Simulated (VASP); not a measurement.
# GaP in VASP: notebook

The runs below take GaP through single point, with HSE06, r2SCAN.

All numbers are computed with VASP 6.6.1; they aren't measurements. Logs are shortened: lines on timing, memory, paths and dates and some standing lists are left out, and cuts for length are marked.

## Step 1: The cell of the first run

Symmetry: F-43m, No. 216, cubic system. The conventional cell has a = 5.451 Å, b = 5.451 Å, c = 5.451 Å, α = 90.00°, β = 90.00°, γ = 90.00°. Within 3.1 Å of Ga (site symmetry -43m) lie 4 P at 2.36 Å. Within 3.1 Å of P (site symmetry -43m) lie 4 Ga at 2.36 Å.

## Step 2: Single point, HSE06

POSCAR reads:

```
GaP
1.0
    0.0000000000      2.7253992887      2.7253992887
    2.7253992887      0.0000000000      2.7253992887
    2.7253992887      2.7253992887      0.0000000000
Ga P
1 1
Direct
    0.0000000000      0.0000000000      0.0000000000
    0.2500000000      0.2500000000      0.2500000000
```

INCAR.step1 reads:

```
PREC = Accurate
ENCUT = 400
EDIFF = 1E-5
ISMEAR = 0
SIGMA = 0.01
LREAL = False
LASPH = True
NELM = 120
ALGO = Normal
ISIF = 2
LWAVE = True
NBANDS = 16
GGA = PE
GGA_COMPAT = False
```

INCAR.step2 reads:

```
PREC = Accurate
ENCUT = 400
EDIFF = 1E-6
ISMEAR = 0
SIGMA = 0.01
LREAL = False
LASPH = True
NELM = 120
ALGO = Normal
ISIF = 2
LWAVE = False
LCHARG = True
GGA = PE
LHFCALC = True
HFSCREEN = 0.2079
PRECFOCK = Normal
LELF = True
LVHAR = True
NBANDS = 16
ISTART = 1
GGA_COMPAT = False
```

KPOINTS reads:

```
regular mesh
0
Gamma
  6 6 6
```

Potentials or basis: VASP PAW PBE potentials, release 64 (Ga_d, P).

Command:

```sh
$ cat potpaw_PBE.64/Ga_d/POTCAR potpaw_PBE.64/P/POTCAR > POTCAR
$ cp INCAR.step1 INCAR
$ mpirun -np 1 vasp_std > vasp.out
$ cp INCAR.step2 INCAR
$ mpirun -np 1 vasp_std > vasp.out
```

OUTCAR:

```text
PREC = Accurate
   ENCUT = 400
   EDIFF = 1E-6
   ISMEAR = 0
   LREAL = False
   LASPH = True
   NELM = 120
   ISIF = 2
   GGA = PE
   LHFCALC = True
   HFSCREEN = 0.2079
   PRECFOCK = Normal
   ISTART = 1

 ion  position               nearest neighbor table
   1  0.000  0.000  0.000-   2 2.36   2 2.36   2 2.36   2 2.36
   2  0.250  0.250  0.250-   1 2.36   1 2.36   1 2.36   1 2.36

  LATTYP: Found a face centered cubic cell.
 ALAT       =     5.4507985774

  Lattice vectors:

 A1 = (   0.0000000000,   2.7253992887,   2.7253992887)
 A2 = (   2.7253992887,   0.0000000000,   2.7253992887)
 A3 = (   2.7253992887,   2.7253992887,   0.0000000000)

Analysis of symmetry for initial positions (statically):
=====================================================================
 Subroutine PRICEL returns:
 Original cell was already a primitive cell.

 Routine SETGRP: Setting up the symmetry group for a
 face centered cubic supercell.

 Subroutine GETGRP returns: Found 24 space group operations
 (whereof 24 operations were pure point group operations)
 out of a pool of 48 trial point group operations.

The static configuration has the point symmetry T_d .

Analysis of symmetry for dynamics (positions and initial velocities):
=====================================================================
 Subroutine PRICEL returns:
 Original cell was already a primitive cell.

 Routine SETGRP: Setting up the symmetry group for a
 face centered cubic supercell.

 Subroutine GETGRP returns: Found 24 space group operations
 (whereof 24 operations were pure point group operations)
 out of a pool of 48 trial point group operations.

The dynamic configuration has the point symmetry T_d .

 Subroutine INISYM returns: Found 24 space group operations
 (whereof 24 operations are pure point group operations),
 and found     1 'primitive' translations

----------------------------------------------------------------------------------------

                                     Primitive cell

  volume of cell :      40.4874

  direct lattice vectors                    reciprocal lattice vectors
     0.000000000  2.725399289  2.725399289    -0.183459357  0.183459357  0.183459357
     2.725399289  0.000000000  2.725399289     0.183459357 -0.183459357  0.183459357
     2.725399289  2.725399289  0.000000000     0.183459357  0.183459357 -0.183459357

  length of vectors
     3.854296637  3.854296637  3.854296637     0.317760927  0.317760927  0.317760927

  position of ions in fractional coordinates (direct lattice)
     0.000000000  0.000000000  0.000000000
     0.250000000  0.250000000  0.250000000

  ion indices of the primitive-cell ions
   primitive index   ion index
                 1           1
                 2           2

----------------------------------------------------------------------------------------

 KPOINTS: regular mesh

Automatic generation of k-mesh.
 Grid dimensions read from file:
 generate k-points for:    6    6    6

 Generating k-lattice:

  Cartesian coordinates                     Fractional coordinates (reciprocal lattice)
    -0.030576559  0.030576559  0.030576559     0.166666667  0.000000000  0.000000000
     0.030576559 -0.030576559  0.030576559     0.000000000  0.166666667  0.000000000
     0.030576559  0.030576559 -0.030576559     0.000000000  0.000000000  0.166666667

  Length of vectors
     0.052960154  0.052960154  0.052960154

  Shift w.r.t. Gamma in fractional coordinates (k-lattice)
     0.000000000  0.000000000  0.000000000

 Subroutine IBZKPT returns following result:
 ===========================================

 Found     16 irreducible k-points:

 Following reciprocal coordinates:
            Coordinates               Weight
  0.000000  0.000000  0.000000      1.000000
  0.166667  0.000000  0.000000      8.000000
  0.333333  0.000000  0.000000      8.000000
  0.500000  0.000000  0.000000      4.000000
  0.166667  0.166667  0.000000      6.000000
  0.333333  0.166667  0.000000     24.000000
[... 8 lines left out ...]
 -0.333333  0.333333  0.166667     24.000000
 -0.333333  0.500000  0.166667     12.000000
   k-points           NKPTS =     16   k-points in BZ     NKDIM =    216   number of bands    NBANDS=     16
   number of dos      NEDOS =    301   number of ions     NIONS =      2
   total plane-waves  NPLWV =  21952
   dimension x,y,z NGX =    28 NGY =   28 NGZ =   28
   dimension x,y,z NGXF=    56 NGYF=   56 NGZF=   56
   ions per type =               1   1
   NGX,Y,Z   is equivalent  to a cutoff of  12.08, 12.08, 12.08 a.u.
   NGXF,Y,Z  is equivalent  to a cutoff of  24.15, 24.15, 24.15 a.u.
 SYSTEM =  unknown system
   PREC   = accura    normal or accurate (medium, high low for compatibility)
   ISTART =      1    job   : 0-new  1-cont  2-samecut
   ICHARG =      0    charge: 1-file 2-atom 10-const
   ISPIN  =      1    spin polarized calculation?
   LNONCOLLINEAR =      F non collinear calculations
   LSORBIT =      F    spin-orbit coupling
   LASPH  =      T    aspherical Exc in radial PAW
   ENCUT  =  400.0 eV  29.40 Ry    5.42 a.u.   6.29  6.29  6.29*2*pi/ulx,y,z
   NELM   =    120;   NELMIN=  2; NELMDL=  0     # of ELM steps
   EDIFF  = 0.1E-05   stopping-criterion for ELM
   LREAL  =      F    real-space projection
   EDIFFG = 0.1E-04   stopping-criterion for IOM
   NSW    =      0    number of steps for IOM
   IBRION =     -1    ionic relax: 0-MD 1-quasi-New 2-CG
   NFREE  =      0    steps in history (QN), initial steepest desc. (CG)
   ISIF   =      2    stress and relaxation
   ISYM   =      3    0-nonsym 1-usesym 2-fastsym
   POTIM  = 0.5000    time-step for ionic-motion
   TEBEG  =    0.0;   TEEND  =   0.0 temperature during run
   PSTRESS=    0.0 pullay stress
   NELECT =      18.0000    total number of electrons
   NUPDOWN=      -1.0000    fix difference up-down
   EMIN   =  10.00;   EMAX   =-10.00  energy-range for DOS
   EFERMI =   0.00;   METHOD = LEGACY
   ISMEAR =     0;   SIGMA  =   0.01  broadening in eV -4-tet -1-fermi 0-gaus
   EFERMI_NEDOS =   21; number of points for ismear=-14 and -15
   IALGO  =     38    algorithm
   IMIX   =      1    mixing-type and parameters
     AMIX     =   0.40;   BMIX     =  1.00
     AMIX_MAG =   1.60;   BMIX_MAG =  1.00
  volume/ion in A,a.u.               =      20.24       136.61
  Fermi-wavevector in a.u.,A,eV,Ry     =   1.249469  2.361154 21.241049  1.561173
  Thomas-Fermi vector in A             =   2.383508
   LORBIT       =      0    0 simple, 1 ext, 2 COOP (PROOUT), +10 PAW based schemes
   GGA     = PE    functional components
   LHFCALC =     T    Hartree Fock is set to
   PRECFOCK=normal    Normal, Fast or Accurate (Low or Medium for compatibility)
   ENCUT4O =  -1.0   cutoff for four orbital integrals eV
   NKREDX  =     1    reduce k-point grid by
   NKREDY  =     1    reduce k-point grid by
   NKREDZ  =     1    reduce k-point grid by
   AEXX    =    0.2500 exact exchange contribution
   HFSCREEN=    0.2079 screening length (either q_TF or 0.3 A-1)
   HFSCREENC=   0.2079 screening length for correlation (either q_TF or 0.3 A-1)
   ENCUTFOCK=  -1.0 apply spherical cutoff to Coloumb kernel
   IVDW    =     0    specifies the selected vdW correction
   LEPSILON=     F    determine dielectric tensor
   LRPA    =     F    only Hartree local field effects (RPA)
 non-spin polarized calculation
 Gauss-broadening in eV      SIGMA  =   0.01
  energy-cutoff  :      400.00
  volume of cell :       40.49
 maximum number of plane-waves:       754
 NGX is ok and might be reduce to    28
  NGX = 20; NGY = 20; NGZ = 20

 number of electron      18.0000016 magnetization

 Free energy of the ion-electron system (eV)
  ---------------------------------------------------
  ext. energy  EPLUGINS =         0.00000000
  ---------------------------------------------------
  free energy    TOTEN  =       -10.77714389 eV

  energy without entropy =      -10.77714389  energy(sigma->0) =      -10.77714389

 E-fermi :   4.3289     XC(G=0):  -8.1557

 val. band max:        4.2137860026   @ k =   0.0000   0.0000   0.0000
 cond. band min:       6.5068080594   @ k =   0.5000   0.5000   0.0000
 fundamental gap:      2.2930220567
 Fermi energy:         4.3288705110

 k-point     1 :       0.0000    0.0000    0.0000
  band No.  band energies     occupation
      1     -12.8383      2.00000
      2     -12.8383      2.00000
      3     -12.8383      2.00000
      4     -12.7372      2.00000
      5     -12.7372      2.00000
      6      -9.5652      2.00000
[... 8 lines left out ...]
     15      15.1166      0.00000
     16      15.1166      0.00000

 k-point     2 :       0.1667    0.0000    0.0000
  band No.  band energies     occupation
      1     -12.8532      2.00000
      2     -12.8311      2.00000
      3     -12.8311      2.00000
      4     -12.7372      2.00000
      5     -12.7372      2.00000
      6      -9.1837      2.00000
[... 8 lines left out ...]
     15      14.2146      0.00000
     16      15.3613      0.00000

 k-point     3 :       0.3333    0.0000    0.0000
  band No.  band energies     occupation
      1     -12.8819      2.00000
      2     -12.8193      2.00000
      3     -12.8193      2.00000
      4     -12.7349      2.00000
      5     -12.7349      2.00000
      6      -8.1609      2.00000
[... 8 lines left out ...]
     15      14.9744      0.00000
     16      14.9744      0.00000

 k-point     4 :       0.5000    0.0000    0.0000
  band No.  band energies     occupation
      1     -12.8956      2.00000
      2     -12.8149      2.00000
      3     -12.8149      2.00000
      4     -12.7321      2.00000
      5     -12.7321      2.00000
      6      -7.3385      2.00000
[... 8 lines left out ...]
     15      17.2105      0.00000
     16      17.2105      0.00000
[... 172 lines left out ...]
 k-point    14 :       0.5000    0.3333    0.1667
  band No.  band energies     occupation
      1     -12.9027      2.00000
      2     -12.8065      2.00000
      3     -12.7964      2.00000
      4     -12.7501      2.00000
      5     -12.7282      2.00000
      6      -7.3167      2.00000
[... 8 lines left out ...]
     15      17.3443      0.00000
     16      18.9127      0.00000

 k-point    15 :      -0.3333    0.3333    0.1667
  band No.  band energies     occupation
      1     -12.9069      2.00000
      2     -12.8064      2.00000
      3     -12.7900      2.00000
      4     -12.7475      2.00000
      5     -12.7310      2.00000
      6      -6.6172      2.00000
[... 8 lines left out ...]
     15      18.0283      0.00000
     16      18.3445      0.00000

 k-point    16 :      -0.3333    0.5000    0.1667
  band No.  band energies     occupation
      1     -12.9176      2.00000
      2     -12.7965      2.00000
      3     -12.7818      2.00000
      4     -12.7569      2.00000
      5     -12.7260      2.00000
      6      -6.2923      2.00000
[... 8 lines left out ...]
     15      17.5062      0.00000
     16      19.2682      0.00000

------------------------ aborting loop because EDIFF is reached ----------------------------------------

  FORCE on cell =-STRESS in cart. coord.  units (eV):
  Direction    XX          YY          ZZ          XY          YZ          ZX
  --------------------------------------------------------------------------------------
  -------------------------------------------------------------------------------------
  Total        0.0800991      0.0800991      0.0800991     -0.0000000      0.0000000     -0.0000000
  in kB        3.1696986      3.1696986      3.1696986     -0.0000000      0.0000000     -0.0000000
  external PRESSURE =       3.1696986 kB  Pullay stress =       0.0000000 kB

 VOLUME and BASIS-vectors are now :
 -----------------------------------------------------------------------------
  energy-cutoff  :      400.00
  volume of cell :       40.49
      direct lattice vectors                 reciprocal lattice vectors
     0.000000000  2.725399289  2.725399289    -0.183459357  0.183459357  0.183459357
     2.725399289  0.000000000  2.725399289     0.183459357 -0.183459357  0.183459357
     2.725399289  2.725399289  0.000000000     0.183459357  0.183459357 -0.183459357

 POSITION                                       TOTAL-FORCE (eV/Angst)
 -----------------------------------------------------------------------------------
      0.00000      0.00000      0.00000        -0.000000      0.000000     -0.000000
      1.36270      1.36270      1.36270         0.000000     -0.000000      0.000000
 -----------------------------------------------------------------------------------
    total drift:                                0.000047      0.000039      0.000027

  FREE ENERGIE OF THE ION-ELECTRON SYSTEM (eV)
  ---------------------------------------------------
  free  energy   TOTEN  =       -10.7771438885 eV

  energy  without entropy=      -10.7771438885  energy(sigma->0) =      -10.77714389
```

It took 18 min on 1 thread of Intel Xeon Platinum 8488C (Sapphire Rapids), shared host; peak memory 0.26 GiB.

What came out:

- Free energy: -10.7771 eV
- Pressure: 0.3 GPa
- Band gap on the k mesh: 2.29 eV (least direct gap 2.79 eV)

Levels at points of the mesh, in eV from the valence-band top:
```
           k point  band 7  band 8  band 9  band 10  band 11  band 12
(0.00, 0.00, 0.00)    0.00    0.00    0.00     2.79     4.77     4.77
(0.50, 0.00, 0.00)   -7.23   -1.21   -1.21     2.51     5.62     5.62
(0.50, 0.50, 0.00)   -7.33   -2.92   -2.92     2.29     2.56    12.06
```

Caveat: the PAW data sets were made with another functional, which shifts forces and pressure a little. A k mesh can miss the band edges.

## Step 3: Single point, r2SCAN (uniaxial x strain -1.0%)

POSCAR reads:

```
GaP
1.0
    0.0000000000      2.7253992887      2.7253992887
    2.6981452958      0.0000000000      2.7253992887
    2.6981452958      2.7253992887      0.0000000000
Ga P
1 1
Direct
    0.0000000000      0.0000000000      0.0000000000
    0.2500000000      0.2500000000      0.2500000000
```

INCAR.step1 reads:

```
SYSTEM = GaP
ALGO = Normal
EDIFF = 1E-4
ENCUT = 520
GGA = PE
ISMEAR = 0
LASPH = .True.
LCHARG = .False.
LREAL = .False.
LWAVE = .True.
NBANDS = 16
NELM = 60
PREC = Accurate
SIGMA = 0.01
```

INCAR.step2 reads:

```
SYSTEM = GaP
ALGO = Normal
EDIFF = 1E-6
ENCUT = 520
ISIF = 2
ISMEAR = 0
ISTART = 1
LASPH = .True.
LCHARG = .False.
LMIXTAU = .True.
LREAL = .False.
LWAVE = .False.
METAGGA = R2SCAN
NBANDS = 16
NELM = 60
PREC = Accurate
SIGMA = 0.01
```

KPOINTS reads:

```
k-points
0
Gamma
  8 8 8
  0 0 0
```

Potentials or basis: VASP PAW PBE potentials, release 64 (Ga_d, P).

Command:

```sh
$ cat potpaw_PBE.64/Ga_d/POTCAR potpaw_PBE.64/P/POTCAR > POTCAR
$ cp INCAR.step1 INCAR
$ mpirun -np 1 vasp_std > vasp.out
$ cp INCAR.step2 INCAR
$ mpirun -np 1 vasp_std > vasp.out
```

Run time: 2.9 min. Hardware: 1 thread of AMD EPYC 7R13, shared host; peak memory 0.16 GiB.

Results (log left out):

```yaml
Free_energy: -21.4614 eV
Pressure: 0.9 GPa
Band_gap_on_the_k_mesh: 1.78 eV (least direct gap 2.39 eV)
```

Stress tensor (GPa, compression positive):
```
1.40 0.00 0.00
0.00 0.61 0.00
0.00 0.00 0.61
```

Levels at points of the mesh, in eV from the valence-band top:
```tsv
k point	band 5	band 6	band 7	band 8	band 9	band 10	band 11	band 12	band 13	band 14
(0.00, 0.00, 0.00)	-14.93	-13.14	-0.06	-0.06	0.00	2.39	4.13	4.16	4.16	9.47
(0.50, 0.00, 0.00)	-14.92	-10.94	-6.94	-1.27	-1.18	2.03	4.97	5.06	8.82	11.68
(0.50, 0.50, 0.00)	-14.91	-10.01	-7.07	-2.85	-2.85	1.88	2.09	11.38	11.39	12.03
(0.00, 0.50, 0.50)	-14.90	-9.96	-7.00	-2.92	-2.92	1.80	1.99	11.38	11.38	12.13
```

Caveat: the cell differs from its parent crystal (uniaxial x strain -1.0%); the PAW data sets were made with another functional, which shifts forces and pressure a little. A k mesh can miss the band edges.
